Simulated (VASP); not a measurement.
# CsBr (Pm-3m) in VASP: a series of runs

Aim: see how the results for CsBr move with the level of theory and the settings. Levels: PBE, r2SCAN. Tasks: single point.

Everything below comes from runs of VASP 6.6.1. Logs are shortened: lines on timing, memory, paths and dates and some standing lists are left out, and cuts for length are marked.

## Step 1: The cell of the first run

It takes space group Pm-3m (No. 221, cubic). Conventional cell: a = 4.391 Å, b = 4.391 Å, c = 4.391 Å, α = 90.00°, β = 90.00°, γ = 90.00°. Within 5.0 Å of Cs (site symmetry m-3m) lie 8 Br at 3.80 Å and 6 Cs at 4.39 Å. Br (site symmetry m-3m) has 8 Cs at 3.80 Å and 6 Br at 4.39 Å within 5.0 Å.

## Step 2: Single point, PBE

INCAR

```
PREC = Accurate ; ENCUT = 500
EDIFF = 1E-6 ; ISMEAR = -1
SIGMA = 0.02 ; LREAL = False
LASPH = True ; NELM = 120
ALGO = Normal ; ISIF = 2
LWAVE = False ; LCHARG = False
GGA = PE ; NBANDS = 15
GGA_COMPAT = False
```

KPOINTS

```
regular mesh
0
Gamma
  6 6 6
```

POSCAR

```
CsBr
1.0
    4.3909641748      0.0000000000      0.0000000000
    0.0000000000      4.3909641748      0.0000000000
    0.0000000000      0.0000000000      4.3909641748
Cs Br
1 1
Direct
    0.0000000000      0.0000000000      0.0000000000
    0.5000000000      0.5000000000      0.5000000000
```

Potentials or basis: VASP PAW PBE potentials, release 64 (Cs_sv, Br).

Run with:

```console
> cat potpaw_PBE.64/Cs_sv/POTCAR potpaw_PBE.64/Br/POTCAR > POTCAR
> mpirun -np 1 vasp_std > vasp.out
```

OUTCAR:

```text
PREC = Accurate
   ENCUT = 500
   EDIFF = 1E-6
   ISMEAR = -1
   LREAL = False
   LASPH = True
   NELM = 120
   ISIF = 2
   GGA = PE

 ion  position               nearest neighbor table
   1  0.000  0.000  0.000-
   2  0.500  0.500  0.500-

  LATTYP: Found a simple cubic cell.
 ALAT       =     4.3909641748

  Lattice vectors:

 A1 = (   4.3909641748,   0.0000000000,   0.0000000000)
 A2 = (   0.0000000000,   4.3909641748,   0.0000000000)
 A3 = (   0.0000000000,   0.0000000000,   4.3909641748)

Analysis of symmetry for initial positions (statically):
=====================================================================
 Subroutine PRICEL returns:
 Original cell was already a primitive cell.

 Routine SETGRP: Setting up the symmetry group for a
 simple cubic supercell.

 Subroutine GETGRP returns: Found 48 space group operations
 (whereof 48 operations were pure point group operations)
 out of a pool of 48 trial point group operations.

The static configuration has the point symmetry O_h .

Analysis of symmetry for dynamics (positions and initial velocities):
=====================================================================
 Subroutine PRICEL returns:
 Original cell was already a primitive cell.

 Routine SETGRP: Setting up the symmetry group for a
 simple cubic supercell.

 Subroutine GETGRP returns: Found 48 space group operations
 (whereof 48 operations were pure point group operations)
 out of a pool of 48 trial point group operations.

The dynamic configuration has the point symmetry O_h .

 Subroutine INISYM returns: Found 48 space group operations
 (whereof 48 operations are pure point group operations),
 and found     1 'primitive' translations

----------------------------------------------------------------------------------------

                                     Primitive cell

  volume of cell :      84.6603

  direct lattice vectors                    reciprocal lattice vectors
     4.390964175  0.000000000  0.000000000     0.227740414  0.000000000  0.000000000
     0.000000000  4.390964175  0.000000000     0.000000000  0.227740414  0.000000000
     0.000000000  0.000000000  4.390964175     0.000000000  0.000000000  0.227740414

  length of vectors
     4.390964175  4.390964175  4.390964175     0.227740414  0.227740414  0.227740414

  position of ions in fractional coordinates (direct lattice)
     0.000000000  0.000000000  0.000000000
     0.500000000  0.500000000  0.500000000

  ion indices of the primitive-cell ions
   primitive index   ion index
                 1           1
                 2           2

----------------------------------------------------------------------------------------

 KPOINTS: regular mesh

Automatic generation of k-mesh.
 Grid dimensions read from file:
 generate k-points for:    6    6    6

 Generating k-lattice:

  Cartesian coordinates                     Fractional coordinates (reciprocal lattice)
     0.037956736  0.000000000  0.000000000     0.166666667  0.000000000  0.000000000
     0.000000000  0.037956736  0.000000000     0.000000000  0.166666667  0.000000000
     0.000000000  0.000000000  0.037956736     0.000000000  0.000000000  0.166666667

  Length of vectors
     0.037956736  0.037956736  0.037956736

  Shift w.r.t. Gamma in fractional coordinates (k-lattice)
     0.000000000  0.000000000  0.000000000

 Subroutine IBZKPT returns following result:
 ===========================================

 Found     20 irreducible k-points:

 Following reciprocal coordinates:
            Coordinates               Weight
  0.000000  0.000000  0.000000      1.000000
  0.166667  0.000000  0.000000      6.000000
  0.333333  0.000000  0.000000      6.000000
  0.500000  0.000000  0.000000      3.000000
  0.166667  0.166667  0.000000     12.000000
  0.333333  0.166667  0.000000     24.000000
[... 12 lines left out ...]
  0.500000  0.500000  0.333333      6.000000
  0.500000  0.500000  0.500000      1.000000
   k-points           NKPTS =     20   k-points in BZ     NKDIM =     20   number of bands    NBANDS=     15
   number of dos      NEDOS =    301   number of ions     NIONS =      2
   total plane-waves  NPLWV =  32768
   dimension x,y,z NGX =    32 NGY =   32 NGZ =   32
   dimension x,y,z NGXF=    64 NGYF=   64 NGZF=   64
   ions per type =               1   1
   NGX,Y,Z   is equivalent  to a cutoff of  12.12, 12.12, 12.12 a.u.
   NGXF,Y,Z  is equivalent  to a cutoff of  24.23, 24.23, 24.23 a.u.
 SYSTEM =  unknown system
   PREC   = accura    normal or accurate (medium, high low for compatibility)
   ISTART =      0    job   : 0-new  1-cont  2-samecut
   ICHARG =      2    charge: 1-file 2-atom 10-const
   ISPIN  =      1    spin polarized calculation?
   LNONCOLLINEAR =      F non collinear calculations
   LSORBIT =      F    spin-orbit coupling
   LASPH  =      T    aspherical Exc in radial PAW
   ENCUT  =  500.0 eV  36.75 Ry    6.06 a.u.   8.01  8.01  8.01*2*pi/ulx,y,z
   NELM   =    120;   NELMIN=  2; NELMDL= -5     # of ELM steps
   EDIFF  = 0.1E-05   stopping-criterion for ELM
   LREAL  =      F    real-space projection
   EDIFFG = 0.1E-04   stopping-criterion for IOM
   NSW    =      0    number of steps for IOM
   IBRION =     -1    ionic relax: 0-MD 1-quasi-New 2-CG
   NFREE  =      0    steps in history (QN), initial steepest desc. (CG)
   ISIF   =      2    stress and relaxation
   ISYM   =      2    0-nonsym 1-usesym 2-fastsym
   POTIM  = 0.5000    time-step for ionic-motion
   TEBEG  =    0.0;   TEEND  =   0.0 temperature during run
   PSTRESS=    0.0 pullay stress
   NELECT =      16.0000    total number of electrons
   NUPDOWN=      -1.0000    fix difference up-down
   EMIN   =  10.00;   EMAX   =-10.00  energy-range for DOS
   EFERMI =   0.00;   METHOD = LEGACY
   ISMEAR =    -1;   SIGMA  =   0.02  broadening in eV -4-tet -1-fermi 0-gaus
   EFERMI_NEDOS =   21; number of points for ismear=-14 and -15
   IALGO  =     38    algorithm
   IMIX   =      4    mixing-type and parameters
     AMIX     =   0.40;   BMIX     =  1.00
     AMIX_MAG =   1.60;   BMIX_MAG =  1.00
  volume/ion in A,a.u.               =      42.33       285.66
  Fermi-wavevector in a.u.,A,eV,Ry     =   0.939482  1.775363 12.008851  0.882626
  Thomas-Fermi vector in A             =   2.066798
   LORBIT       =      0    0 simple, 1 ext, 2 COOP (PROOUT), +10 PAW based schemes
   GGA     = PE    functional components
   LHFCALC =     F    Hartree Fock is set to
   AEXX    =    0.0000 exact exchange contribution
   IVDW    =     0    specifies the selected vdW correction
   LEPSILON=     F    determine dielectric tensor
   LRPA    =     F    only Hartree local field effects (RPA)
 non-spin polarized calculation
  energy-cutoff  :      500.00
  volume of cell :       84.66
 maximum number of plane-waves:      2176
   NGX = 17   NGY = 17   NGZ = 17

 number of electron      16.0000003 magnetization

 Free energy of the ion-electron system (eV)
  ---------------------------------------------------
  ext. energy  EPLUGINS =         0.00000000
  ---------------------------------------------------
  free energy    TOTEN  =        -6.02432659 eV

  energy without entropy =       -6.02432659  energy(sigma->0) =       -6.02432659

 E-fermi :  -0.1294     XC(G=0):  -7.7559

 val. band max:       -0.6317742507   @ k =   0.5000   0.5000   0.0000
 cond. band min:       3.6078530586   @ k =   0.0000   0.0000   0.0000
 fundamental gap:      4.2396273093
 Fermi energy:        -0.1294118392

 k-point     1 :       0.0000    0.0000    0.0000
  band No.  band energies     occupation
      1     -20.5313      2.00000
      2     -12.9238      2.00000
      3      -7.1525      2.00000
      4      -7.1525      2.00000
      5      -7.1525      2.00000
      6      -0.6556      2.00000
      7      -0.6556      2.00000
      8      -0.6556      2.00000
      9       3.6079      0.00000
     10       4.3345      0.00000
     11       4.3345      0.00000
     12       8.2466      0.00000
     13       8.2466      0.00000
     14       8.2466      0.00000
     15      11.1726      0.00000

 k-point     2 :       0.1667    0.0000    0.0000
  band No.  band energies     occupation
      1     -20.5217      2.00000
      2     -12.9242      2.00000
      3      -7.2426      2.00000
      4      -7.1328      2.00000
      5      -7.1328      2.00000
      6      -1.0156      2.00000
      7      -0.6936      2.00000
      8      -0.6936      2.00000
      9       4.2101      0.00000
     10       4.4997      0.00000
     11       4.8768      0.00000
     12       8.1026      0.00000
     13       8.1026      0.00000
     14       8.3740      0.00000
     15       9.9050      0.00000

 k-point     3 :       0.3333    0.0000    0.0000
  band No.  band energies     occupation
      1     -20.5022      2.00000
      2     -12.9260      2.00000
      3      -7.4092      2.00000
      4      -7.0927      2.00000
      5      -7.0927      2.00000
      6      -1.5847      2.00000
      7      -0.7721      2.00000
      8      -0.7721      2.00000
      9       4.9323      0.00000
     10       5.4786      0.00000
     11       6.0843      0.00000
     12       7.9597      0.00000
     13       7.9597      0.00000
     14       8.3863      0.00000
     15       8.6824      0.00000

 k-point     4 :       0.5000    0.0000    0.0000
  band No.  band energies     occupation
      1     -20.4924      2.00000
      2     -12.9274      2.00000
      3      -7.4862      2.00000
      4      -7.0723      2.00000
      5      -7.0723      2.00000
      6      -1.8242      2.00000
      7      -0.8126      2.00000
      8      -0.8126      2.00000
      9       5.2566      0.00000
     10       6.3146      0.00000
     11       6.7258      0.00000
     12       7.6822      0.00000
     13       7.9589      0.00000
     14       7.9589      0.00000
     15       8.8797      0.00000
[... 235 lines left out ...]
 k-point    18 :       0.5000    0.3333    0.3333
  band No.  band energies     occupation
      1     -20.4422      2.00000
      2     -12.8076      2.00000
      3      -7.5411      2.00000
      4      -7.4289      2.00000
      5      -7.3906      2.00000
      6      -1.4888      2.00000
      7      -1.4726      2.00000
      8      -1.2467      2.00000
      9       6.1771      0.00000
     10       6.3841      0.00000
     11       7.0381      0.00000
     12       7.2333      0.00000
     13       7.8134      0.00000
     14       8.5948      0.00000
     15      10.3776      0.00000

 k-point    19 :       0.5000    0.5000    0.3333
  band No.  band energies     occupation
      1     -20.4339      2.00000
      2     -12.7900      2.00000
      3      -7.5251      2.00000
      4      -7.5251      2.00000
      5      -7.3788      2.00000
      6      -1.5463      2.00000
      7      -1.5463      2.00000
      8      -1.4445      2.00000
      9       6.6640      0.00000
     10       6.7817      0.00000
     11       6.9681      0.00000
     12       6.9681      0.00000
     13       8.7688      0.00000
     14       8.7688      0.00000
     15      10.1895      0.00000

 k-point    20 :       0.5000    0.5000    0.5000
  band No.  band energies     occupation
      1     -20.4258      2.00000
      2     -12.7744      2.00000
      3      -7.4894      2.00000
      4      -7.4894      2.00000
      5      -7.4894      2.00000
      6      -1.6608      2.00000
      7      -1.6608      2.00000
      8      -1.6608      2.00000
      9       7.3493      0.00000
     10       7.3493      0.00000
     11       7.3493      0.00000
     12       8.1848      0.00000
     13       8.1848      0.00000
     14       8.1848      0.00000
     15      10.2351      0.00000

------------------------ aborting loop because EDIFF is reached ----------------------------------------

  FORCE on cell =-STRESS in cart. coord.  units (eV):
  Direction    XX          YY          ZZ          XY          YZ          ZX
  --------------------------------------------------------------------------------------
  -------------------------------------------------------------------------------------
  Total        0.0140536      0.0140536      0.0140536     -0.0000000     -0.0000000     -0.0000000
  in kB        0.2659618      0.2659618      0.2659618     -0.0000000     -0.0000000     -0.0000000
  external PRESSURE =       0.2659618 kB  Pullay stress =       0.0000000 kB

 VOLUME and BASIS-vectors are now :
 -----------------------------------------------------------------------------
  energy-cutoff  :      500.00
  volume of cell :       84.66
      direct lattice vectors                 reciprocal lattice vectors
     4.390964175  0.000000000  0.000000000     0.227740414  0.000000000  0.000000000
     0.000000000  4.390964175  0.000000000     0.000000000  0.227740414  0.000000000
     0.000000000  0.000000000  4.390964175     0.000000000  0.000000000  0.227740414

 POSITION                                       TOTAL-FORCE (eV/Angst)
 -----------------------------------------------------------------------------------
      0.00000      0.00000      0.00000         0.000000      0.000000      0.000000
      2.19548      2.19548      2.19548         0.000000      0.000000      0.000000
 -----------------------------------------------------------------------------------
    total drift:                                0.000000      0.000000     -0.000000

  FREE ENERGIE OF THE ION-ELECTRON SYSTEM (eV)
  ---------------------------------------------------
  free  energy   TOTEN  =        -6.0243265888 eV

  energy  without entropy=       -6.0243265888  energy(sigma->0) =       -6.02432659
```

Wall time 16 s (1 thread of Intel Xeon Platinum 8488C (Sapphire Rapids), shared host); peak memory 0.18 GiB.

Results:

- Free energy: -6.0243 eV
- Pressure: 0.0 GPa
- Band gap on the k mesh: 4.24 eV (least direct gap 4.26 eV)

Caveat: spin-orbit coupling is left out, which moves the levels of the heavy elements. A k mesh can miss the band edges.

(Part 1 of 2 ends here.)
